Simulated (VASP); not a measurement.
The system is ScGaS.

```xyz
3
Lattice="3.5070 0.0000 0.0000 0.0000 3.5070 0.0000 0.0000 0.0000 4.9708" Properties=species:S:1:pos:R:3 pbc="T T T"
Sc    1.7535    1.7535    2.4854
Ga    1.7535    1.7535    0.0000
S     0.0000    0.0000    0.0000
```

The cell was built from a structure type or drawn by symmetry, and may not be a known phase.

| Item | Value |
| --- | --- |
| Program | VASP 6.6.1 |
| Task | relaxation of cell and atoms |
| Functional | PBE |
| Potentials or basis | VASP PAW PBE potentials, release 64 (Sc_sv, Ga_d, S) |
| Cutoff | 600 eV |
| k mesh | 6 × 6 × 4 |
| Occupations | gaussian, width 0.1 eV |
| Spin | no spin polarisation |

At the start: pressure 10.9 GPa; volume 20.38 Å³/atom.

Problem. Where does the relaxation end?

Solution. Over 3 steps the energy falls by 130.7 meV/atom and the volume is 23.83 Å³/atom (+16.9 %); space group P4/mmm (No. 123, to 0.1 Å) before and after.

Step by step:
| step | energy change (eV) | largest force (eV/Å) | pressure (GPa) | volume (Å³) |
| --- | --- | --- | --- | --- |
| 1 | 0.0000 | 0.0000 | 10.92 | 61.13 |
| 2 | -0.3768 | 0.0000 | -1.50 | 74.14 |
| 3 | -0.3920 | 0.0000 | 0.12 | 71.49 |

Final structure:
```
Sc Ga S
1.0
     3.62480    0.00000    0.00000
     0.00000    3.62480    0.00000
     0.00000    0.00000    5.44087
Sc Ga S
1 1 1
Cartesian
  1.8124 1.8124 2.7204
  1.8124 1.8124 0.0000
  0.0000 0.0000 0.0000
```

Caveat: the volume moved by over 15 % at a fixed basis, so the end points are rough.
